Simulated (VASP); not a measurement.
Crystal: Ta.

```xyz
1
Lattice="-1.6277 1.6277 1.6277 1.6277 -1.6277 1.6277 1.6277 1.6277 -1.6277" Properties=species:S:1:pos:R:3 pbc="T T T"
Ta    0.0000    0.0000    0.0000
```

Base run:

```yaml
Program: VASP 6.6.1
Functional: LDA
Potentials_or_basis: VASP PAW LDA potentials, release 64 (Ta_pv)
Cutoff: 520 eV
k_mesh: 14 × 14 × 14
Occupations: fermi-dirac, width 0.1 eV
Spin: no spin polarisation
```

Its results: pressure 0.9 GPa.

Question: The run is repeated on the same cell with these changes: k mesh from 14 × 14 × 14 to 2 × 2 × 2. What comes out?

Answer: Pressure -28.1 GPa.

Caveats: some runs use coarse meshes.
